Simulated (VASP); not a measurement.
# AlN in VASP: single point with PBE+D3(BJ)

Aim: the single point of AlN with PBE+D3(BJ).

Program: VASP 6.6.1. These are calculated values, not measurements. Logs are shortened: lines on timing, memory, paths and dates and some standing lists are left out, and cuts for length are marked.

## (1) The cell of the first run

The cell holds a slab with vacuum, 32 atoms: a = 6.219 Å, b = 6.219 Å, c = 27.536 Å, α = 90.00°, β = 90.00°, γ = 120.00°.

## (2) Single point, PBE+D3(BJ)

INCAR reads:

```
SYSTEM = AlN
  PREC = Accurate
  ENCUT = 520
  EDIFF = 1E-6
  ISMEAR = 0
  SIGMA = 0.05
  LREAL = Auto
  LASPH = .True.
  NELM = 60
  ALGO = Normal
  ISIF = 2
  LWAVE = .False.
  LCHARG = .False.
  LDIPOL = .True.
  IDIPOL = 3
  DIPOL = 0.5 0.5 0.437
  GGA = PE
  IVDW = 12
  NBANDS = 86
```

KPOINTS reads:

```
regular mesh
0
Gamma
  3 3 1
  0 0 0
```

POSCAR reads:

```
AlN
1.0
    6.2188310403      0.0000000000      0.0000000000
   -3.1094155201      5.3856656627      0.0000000000
    0.0000000000      0.0000000000     27.5360460775
N Al
16 16
Direct
    0.1666666667      0.3333333333      0.2905282762
    0.1666666667      0.8333333333      0.2905282762
    0.6666666667      0.3333333333      0.2905282762
    0.6666666667      0.8333333333      0.2905282762
    0.3333333333      0.1666666667      0.3809331322
    0.3333333333      0.6666666667      0.3809331322
    0.8333333333      0.1666666667      0.3809331322
    0.8333333333      0.6666666667      0.3809331322
    0.1649825320      0.3297511416      0.4724626258
    0.1658713671      0.8341381931      0.4720031299
    0.6658211045      0.3341594171      0.4823460368
    0.6702356041      0.8349972845      0.4724568305
    0.3233193816      0.1608601997      0.5664048697
    0.3341335877      0.6658800235      0.5551639911
    0.8356008431      0.1644031982      0.5661370513
    0.8391703652      0.6766974356      0.5663993051
    0.3333333333      0.1666666667      0.3118846188
    0.3333333333      0.6666666667      0.3118846188
    0.8333333333      0.1666666667      0.3118846188
    0.8333333333      0.6666666667      0.3118846188
    0.1666666667      0.3333333333      0.4022894748
    0.1666666667      0.8333333333      0.4022894748
    0.6666666667      0.3333333333      0.4022894748
    0.6666666667      0.8333333333      0.4022894748
    0.3200420267      0.1582698739      0.4930817582
    0.3334070518      0.6665838548      0.4883247683
    0.8381294746      0.1618508661      0.4918887298
    0.8417282698      0.6799430487      0.4930707081
    0.1737696104      0.3496138303      0.5808634566
    0.1778702074      0.8221243347      0.5894754817
    0.6646335266      0.3354103442      0.5642805775
    0.6504165264      0.8262286846      0.5808519713
```

Potentials or basis: VASP PAW PBE potentials, release 64 (N, Al).

Command:

```console
$ cat potpaw_PBE.64/N/POTCAR potpaw_PBE.64/Al/POTCAR > POTCAR
$ mpirun -np 1 vasp_std > vasp.out
```

OUTCAR:

```text
SYSTEM = AlN
   PREC = Accurate
   ENCUT = 520
   EDIFF = 1E-6
   ISMEAR = 0
   LREAL = Auto
   LASPH = .True.
   NELM = 60
   ISIF = 2
   GGA = PE
   IVDW = 12
 IVDW          = 12

 ion  position               nearest neighbor table
   1  0.167  0.333  0.291-  17 1.89  18 1.89  19 1.89
   2  0.167  0.833  0.291-  18 1.89  17 1.89  20 1.89
   3  0.667  0.333  0.291-  19 1.89  20 1.89  17 1.89
   4  0.667  0.833  0.291-  20 1.89  19 1.89  18 1.89
   5  0.333  0.167  0.381-  21 1.89  22 1.89  23 1.89  17 1.90
   6  0.333  0.667  0.381-  22 1.89  21 1.89  24 1.89  18 1.90
   7  0.833  0.167  0.381-  23 1.89  24 1.89  21 1.89  19 1.90
   8  0.833  0.667  0.381-  24 1.89  23 1.89  22 1.89  20 1.90
   9  0.165  0.330  0.472-  27 1.84  25 1.85  26 1.87  21 1.93
  10  0.166  0.834  0.472-  28 1.84  25 1.84  26 1.86  22 1.92
  11  0.666  0.334  0.482-  27 1.87  28 1.89  25 1.89  23 2.20  31 2.26
  12  0.670  0.835  0.472-  27 1.84  28 1.85  26 1.87  24 1.93
  13  0.323  0.161  0.566-  31 1.84  29 1.87  30 1.94  25 2.02
  14  0.334  0.666  0.555-  26 1.84  32 1.84  29 1.84  30 1.93
  15  0.836  0.164  0.566-  31 1.84  32 1.87  29 1.87  27 2.04
  16  0.839  0.677  0.566-  31 1.84  32 1.87  30 1.94  28 2.02
  17  0.333  0.167  0.312-   1 1.89   2 1.89   3 1.89   5 1.90  21 3.07  22 3.07  23 3.07  18 3.11
                            18 3.11  20 3.11  20 3.11  19 3.11  19 3.11
  18  0.333  0.667  0.312-   2 1.89   1 1.89   4 1.89   6 1.90  22 3.07  21 3.07  24 3.07  17 3.11
                            17 3.11  19 3.11  19 3.11  20 3.11  20 3.11
  19  0.833  0.167  0.312-   3 1.89   4 1.89   1 1.89   7 1.90  23 3.07  24 3.07  21 3.07  20 3.11
                            20 3.11  18 3.11  18 3.11  17 3.11  17 3.11
  20  0.833  0.667  0.312-   4 1.89   3 1.89   2 1.89   8 1.90  24 3.07  23 3.07  22 3.07  19 3.11
                            19 3.11  17 3.11  17 3.11  18 3.11  18 3.11
  21  0.167  0.333  0.402-   5 1.89   6 1.89   7 1.89   9 1.93  26 2.97  27 3.04  25 3.06  17 3.07
                            18 3.07  19 3.07  22 3.11  22 3.11  24 3.11  24 3.11  23 3.11  23 3.11
  22  0.167  0.833  0.402-   6 1.89   5 1.89   8 1.89  10 1.92  26 2.97  28 3.05  25 3.05  18 3.07
                            17 3.07  20 3.07  21 3.11  21 3.11  23 3.11  23 3.11  24 3.11  24 3.11
[... 6 lines left out ...]
  26  0.333  0.667  0.488-  14 1.84  10 1.86   9 1.87  12 1.87  21 2.97  24 2.97  22 2.97  32 3.07
                            29 3.07  28 3.10  25 3.10  27 3.11  27 3.11  25 3.12  28 3.12  30 3.25
  27  0.838  0.162  0.492-   9 1.84  12 1.84  11 1.87  15 2.04  31 2.73  25 3.01  28 3.01  24 3.04
                            21 3.04  32 3.05  29 3.05  23 3.08  26 3.11  26 3.11  28 3.21  25 3.21
  28  0.842  0.680  0.493-  10 1.84  12 1.85  11 1.89  16 2.02  31 2.70  25 2.97  27 3.01  32 3.03
                            22 3.05  24 3.06  26 3.10  23 3.12  26 3.12  27 3.21  30 3.22  25 3.24
  29  0.174  0.350  0.581-  14 1.84  15 1.87  13 1.87  30 2.94  32 2.96  25 3.03  27 3.05  26 3.07
                            31 3.13  31 3.16  32 3.25  30 3.30
  30  0.178  0.822  0.589-  14 1.93  16 1.94  13 1.94  29 2.94  32 2.94  31 3.19  31 3.19  25 3.22
                            28 3.22  26 3.25  32 3.30  29 3.30
  31  0.665  0.335  0.564-  16 1.84  13 1.84  15 1.84  11 2.26  25 2.70  28 2.70  27 2.73  32 3.13
                            29 3.13  29 3.16  32 3.16  30 3.19  30 3.19
  32  0.650  0.826  0.581-  14 1.84  15 1.87  16 1.87  30 2.94  29 2.96  28 3.03  27 3.05  26 3.07
                            31 3.13  31 3.16  29 3.25  30 3.30

  LATTYP: Found a hexagonal cell.
 ALAT       =     6.2188310403
 C/A-ratio  =     4.4278492049

  Lattice vectors:

 A1 = (   6.2188310403,   0.0000000000,   0.0000000000)
 A2 = (  -3.1094155201,   5.3856656627,   0.0000000000)
 A3 = (   0.0000000000,   0.0000000000,  27.5360460775)

Analysis of symmetry for initial positions (statically):
=====================================================================
 Subroutine PRICEL returns:
 Original cell was already a primitive cell.

 Routine SETGRP: Setting up the symmetry group for a
 hexagonal supercell.

 Subroutine GETGRP returns: Found  1 space group operations
 (whereof  1 operations were pure point group operations)
 out of a pool of 24 trial point group operations.

The static configuration has the point symmetry C_1 .

Analysis of symmetry for dynamics (positions and initial velocities):
=====================================================================
 Subroutine PRICEL returns:
 Original cell was already a primitive cell.

 Routine SETGRP: Setting up the symmetry group for a
 hexagonal supercell.

 Subroutine GETGRP returns: Found  1 space group operations
 (whereof  1 operations were pure point group operations)
 out of a pool of 24 trial point group operations.

The dynamic configuration has the point symmetry C_1 .

 Subroutine INISYM returns: Found  1 space group operations
 (whereof  1 operations are pure point group operations),
 and found     1 'primitive' translations

----------------------------------------------------------------------------------------

                                     Primitive cell

  volume of cell :     922.2523

[... 83 lines left out ...]
 generate k-points for:    3    3    1

 Generating k-lattice:

  Cartesian coordinates                     Fractional coordinates (reciprocal lattice)
     0.053600642  0.030946345  0.000000000     0.333333333 -0.000000000  0.000000000
     0.000000000  0.061892690  0.000000000     0.000000000  0.333333333  0.000000000
     0.000000000  0.000000000  0.036316035     0.000000000  0.000000000  1.000000000

  Length of vectors
     0.061892690  0.061892690  0.036316035

  Shift w.r.t. Gamma in fractional coordinates (k-lattice)
     0.000000000  0.000000000  0.000000000

 Subroutine IBZKPT returns following result:
 ===========================================

 Found      5 irreducible k-points:

 Following reciprocal coordinates:
            Coordinates               Weight
  0.000000  0.000000  0.000000      1.000000
  0.333333 -0.000000  0.000000      2.000000
  0.000000  0.333333  0.000000      2.000000
 -0.333333  0.333333  0.000000      2.000000
  0.333333  0.333333  0.000000      2.000000
   k-points           NKPTS =      5   k-points in BZ     NKDIM =      5   number of bands    NBANDS=     86
   number of dos      NEDOS =    301   number of ions     NIONS =     32
   total plane-waves  NPLWV = 483840
   dimension x,y,z NGX =    48 NGY =   48 NGZ =  210
   dimension x,y,z NGXF=    96 NGYF=   96 NGZF=  420
   ions per type =              16  16
   NGX,Y,Z   is equivalent  to a cutoff of  12.83, 12.83, 12.68 a.u.
   NGXF,Y,Z  is equivalent  to a cutoff of  25.66, 25.66, 25.36 a.u.
 SYSTEM =  AlN
   PREC   = accura    normal or accurate (medium, high low for compatibility)
   ISTART =      0    job   : 0-new  1-cont  2-samecut
   ICHARG =      2    charge: 1-file 2-atom 10-const
   ISPIN  =      1    spin polarized calculation?
   LNONCOLLINEAR =      F non collinear calculations
   LSORBIT =      F    spin-orbit coupling
   LASPH  =      T    aspherical Exc in radial PAW
   ENCUT  =  520.0 eV  38.22 Ry    6.18 a.u.  11.56 11.56 51.20*2*pi/ulx,y,z
   NELM   =     60;   NELMIN=  2; NELMDL= -5     # of ELM steps
   EDIFF  = 0.1E-05   stopping-criterion for ELM
   LREAL  =      T    real-space projection
   EDIFFG = 0.1E-04   stopping-criterion for IOM
   NSW    =      0    number of steps for IOM
   IBRION =     -1    ionic relax: 0-MD 1-quasi-New 2-CG
   NFREE  =      0    steps in history (QN), initial steepest desc. (CG)
   ISIF   =      2    stress and relaxation
   ISYM   =      2    0-nonsym 1-usesym 2-fastsym
   POTIM  = 0.5000    time-step for ionic-motion
   TEBEG  =    0.0;   TEEND  =   0.0 temperature during run
   PSTRESS=    0.0 pullay stress
   NELECT =     128.0000    total number of electrons
   NUPDOWN=      -1.0000    fix difference up-down
   EMIN   =  10.00;   EMAX   =-10.00  energy-range for DOS
   EFERMI =   0.00;   METHOD = LEGACY
   ISMEAR =     0;   SIGMA  =   0.05  broadening in eV -4-tet -1-fermi 0-gaus
   EFERMI_NEDOS =   21; number of points for ismear=-14 and -15
   IALGO  =     38    algorithm
   IMIX   =      4    mixing-type and parameters
     AMIX     =   0.40;   BMIX     =  1.00
     AMIX_MAG =   1.60;   BMIX_MAG =  1.00
  volume/ion in A,a.u.               =      28.82       194.49
  Fermi-wavevector in a.u.,A,eV,Ry     =   0.847608  1.601746  9.774954  0.718439
  Thomas-Fermi vector in A             =   1.963140
   LORBIT       =      0    0 simple, 1 ext, 2 COOP (PROOUT), +10 PAW based schemes
   GGA     = PE    functional components
   LHFCALC =     F    Hartree Fock is set to
   AEXX    =    0.0000 exact exchange contribution
   IVDW    =    12    specifies the selected vdW correction
   LEPSILON=     F    determine dielectric tensor
   LRPA    =     F    only Hartree local field effects (RPA)
 non-spin polarized calculation
 Gauss-broadening in eV      SIGMA  =   0.05
  energy-cutoff  :      520.00
  volume of cell :      922.25
 maximum number of plane-waves:     24877
 NGX is ok and might be reduce to    48
   NGX = 23   NGY = 23   NGZ =103

 dipolmoment           0.000000      0.000000      0.222644 electrons x Angstroem

 number of electron     127.9999977 magnetization

 dipolmoment           0.000000      0.000000     -0.710871 electrons x Angstroem

 Free energy of the ion-electron system (eV)
  ---------------------------------------------------
  ext. energy  EPLUGINS =         0.00000000
  ---------------------------------------------------
  free energy    TOTEN  =      -222.81361621 eV

  energy without entropy =     -222.77427065  energy(sigma->0) =     -222.79394343

 E-fermi :  -0.7016     XC(G=0):  -4.6203

 val. band max:       -0.7070913344   @ k =  -0.3333   0.3333   0.0000
 cond. band min:      -0.5745318829   @ k =   0.3333   0.3333   0.0000
 fundamental gap:      0.1325594515
 Fermi energy:        -0.7015711232

 k-point     1 :       0.0000    0.0000    0.0000
  band No.  band energies     occupation
      1     -18.8120      2.00000
      2     -17.6698      2.00000
      3     -17.1390      2.00000
      4     -16.9793      2.00000
      5     -16.9202      2.00000
      6     -16.6269      2.00000
[... 384 lines left out ...]
     75       3.5705      0.00000
     76       3.8046      0.00000
 [bands above 76 left out]

------------------------ aborting loop because EDIFF is reached ----------------------------------------

 vacuum level on the upper side and lower side of the slab       (xc-potential included)        -2.019         1.743

 Edisp (eV)   -6.82966

 E8    (eV) :    -2.7494

  FORCE on cell =-STRESS in cart. coord.  units (eV):
  Direction    XX          YY          ZZ          XY          YZ          ZX
  --------------------------------------------------------------------------------------
  -------------------------------------------------------------------------------------
  Total       1.53072     2.22669    -1.90908     0.60508    -0.11275     0.19417
  in kB       2.65923     3.86831    -3.31654     1.05117    -0.19588     0.33733
  external pressure =        1.07 kB  Pullay stress =        0.00 kB

 VOLUME and BASIS-vectors are now :
 -----------------------------------------------------------------------------
  energy-cutoff  :      520.00
  volume of cell :      922.25
      direct lattice vectors                 reciprocal lattice vectors
     6.218831040  0.000000000  0.000000000     0.160801925  0.092839034  0.000000000
    -3.109415520  5.385665663  0.000000000     0.000000000  0.185678069  0.000000000
     0.000000000  0.000000000 27.536046077     0.000000000  0.000000000  0.036316035

 POSITION                                       TOTAL-FORCE (eV/Angst)
 -----------------------------------------------------------------------------------
      0.00000      1.79522      8.00000        -0.005094     -0.021100      2.109814
     -1.55471      4.48805      8.00000        -0.012991      0.007495      2.105980
      3.10942      1.79522      8.00000         0.003869     -0.002203      2.072994
      1.55471      4.48805      8.00000         0.015758      0.014946      2.109853
      1.55471      0.89761     10.48939         0.192597      0.119149      2.311406
     -0.00000      3.59044     10.48939         0.014969     -0.008770      2.323417
[... 24 lines left out ...]
      3.09031      1.80641     15.53806         0.079044     -0.048675      0.261874
      1.47574      4.44979     15.99437         0.107596      0.137486      0.270282
 -----------------------------------------------------------------------------------
    total drift:                               -0.016045      0.009048     -0.001489

  FREE ENERGIE OF THE ION-ELECTRON SYSTEM (eV)
  ---------------------------------------------------
  free  energy   TOTEN  =      -229.6432811406 eV

  energy  without entropy=     -229.6039355815  energy(sigma->0) =     -229.62360836

 vacuum level on the upper side and lower side of the slab         3.058         6.896
```

It took 32 min on 1 thread of Intel Xeon Platinum 8275CL at 3.00GHz (Skylake/Cascade Lake), shared host; peak memory 1 GiB.

What came out:

* Free energy: -229.6433 eV
* Largest force: 2.913 eV/Å
* Band gap on the k mesh: zero (bands 64 and 65 overlap by 0.15 eV)
* Dispersion energy per atom: -0.213 eV

Forces on the atoms (eV/Å):
```
N   -0.005 -0.021  2.110
N   -0.013  0.007  2.106
N    0.004 -0.002  2.073
N    0.016  0.015  2.110
N    0.193  0.119  2.311
N    0.015 -0.009  2.323
N   -0.197  0.114  2.388
N   -0.007 -0.226  2.312
N    0.018  0.040 -0.015
N    0.018 -0.011 -0.003
N   -0.011  0.007 -0.093
N   -0.026 -0.035 -0.013
N    0.019 -0.061 -0.204
N   -0.298  0.172  0.461
N    0.020 -0.012 -0.358
N    0.062  0.015 -0.204
Al   0.030  0.019 -2.881
Al   0.003 -0.002 -2.859
Al  -0.031  0.018 -2.913
Al  -0.001 -0.036 -2.882
Al   0.050 -0.130 -1.560
Al  -0.116  0.067 -1.584
Al  -0.069  0.040 -1.452
Al   0.137  0.021 -1.561
Al   0.014  0.011 -0.022
Al  -0.022  0.013 -0.359
Al  -0.010  0.006  0.042
Al  -0.003 -0.017 -0.021
Al  -0.064 -0.163  0.271
Al   0.086 -0.048 -0.054
Al   0.079 -0.049  0.262
Al   0.108  0.137  0.270
```

Levels at points of the mesh, in eV from the Fermi level:
| k point | band 63 | band 64 | band 65 | band 66 | band 67 | band 68 |
| --- | --- | --- | --- | --- | --- | --- |
| (0.00, 0.00, 0.00) | -0.15 | 0.15 | 0.15 | 0.66 | 0.66 | 1.54 |

Caveat: the k points lie up to 0.39 Å⁻¹ apart.

The gap in the log of VASP goes by the Fermi energy; the results here count the filled bands.